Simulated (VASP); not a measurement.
Runs of VASP 6.6.1 on Al3GaAs4. The structure is that of space group P-4m2 (No. 115), or close to it. The cells are those of the table. 

```tsv
cell	k mesh	smearing	gap on the mesh (eV)	pressure (GPa)	largest force (eV/Å)
a = 3.846, b = 3.846, c = 10.878 Å, 8 atoms	4 × 4 × 2	gaussian 0.1 eV	1.17	(a)	0.12
a = 4.055, b = 4.055, c = 11.456 Å, 8 atoms	4 × 4 × 1	gaussian 0.1 eV	1.27	0.2	0.02
a = 4.074, b = 4.074, c = 11.341 Å, 8 atoms	4 × 4 × 2	gaussian 0.1 eV	1.23	0.3	0.01
a = 4.055, b = 4.055, c = 11.456 Å, 8 atoms	8 × 8 × 4	gaussian 0.02 eV	1.27	0.2	-
a = 4.076, b = 4.072, c = 11.338 Å, 8 atoms	4 × 4 × 1	gaussian 0.1 eV	1.23	0.2	0.02
```

Alike in all rows: task single point; level PBE; potentials or basis VASP PAW PBE potentials, release 64 (Al, Ga_d, As); no spin polarisation; cutoff (eV) 520.

Q: Estimate the missing entries.

A: (a) 15.1.

Caveats: some runs use coarse meshes; an odd mesh through Γ misses points on the zone boundary, where band edges can lie (at least some runs); the cell stands under pressure (at least some runs).

A k mesh can miss the band edges, and the runs leave out spin-orbit coupling on As, Ga.
